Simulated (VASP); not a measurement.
Wanted: the native input for a VASP 6.6.1 run.

- Task: single point
- Functional: PBE
- Dispersion: D3(BJ)
- Potentials or basis: VASP PAW PBE potentials, release 64 (H, C)
- Cutoff: 520 eV
- k mesh: 6 × 6 × 6
- Occupations: gaussian, width 0.01 eV
- Spin: no spin polarisation
- Dipole correction: no
- Further INCAR settings: ALGO = Normal; EDIFF = 1e-06; NBANDS = 22

The structure of H3C2 lies in POSCAR:

```
H3C2
1.0
    3.2886087638     -3.2521626436      0.1498722498
    3.2886087638      3.2521626436      0.1498722498
   -0.5537775918      0.0000000000      4.3951130163
H C
6 4
Direct
    0.2409716191      0.2409716191      0.5108070076
    0.7590283809      0.7590283809      0.4891929924
    0.2248177140      0.4983421124      0.2266024761
    0.5016578876      0.7751822860      0.7733975239
    0.7751822860      0.5016578876      0.7733975239
    0.4983421124      0.2248177140      0.2266024761
    0.0795140955      0.0795140955      0.0796359798
    0.9204859045      0.9204859045      0.9203640202
    0.2700858499      0.2700858499      0.2699175809
    0.7299141501      0.7299141501      0.7300824191
```

The input as run:

INCAR

```
SYSTEM = H3C2
  PREC = Accurate
  ENCUT = 520
  EDIFF = 1E-6
  ISMEAR = 0
  SIGMA = 0.01
  LREAL = .FALSE.
  LASPH = .TRUE.
  NELM = 80
  ALGO = Normal
  ISIF = 2
  LWAVE = .FALSE.
  LCHARG = .FALSE.
  GGA = PE
  IVDW = 12
  NBANDS = 22
```

KPOINTS

```
Automatic mesh
0
G
  6 6 6
  0 0 0
```

Potentials or basis: VASP PAW PBE potentials, release 64 (H, C).

The run is started by

```sh
$ cat potpaw_PBE.64/H/POTCAR potpaw_PBE.64/C/POTCAR > POTCAR
$ mpirun -np 1 vasp_std > vasp.out
```

It gave:

```
Pressure                   : 0.0 GPa
Largest force              : 0.063 eV/Å
Band gap on the k mesh     : 4.65 eV, indirect (least direct gap 5.20 eV)
Dispersion energy per atom : -0.058 eV
```

It took 78 s on 1 thread of Oxide Virtual Turin-like Processor, on a shared host, peak memory 0.23 GiB.
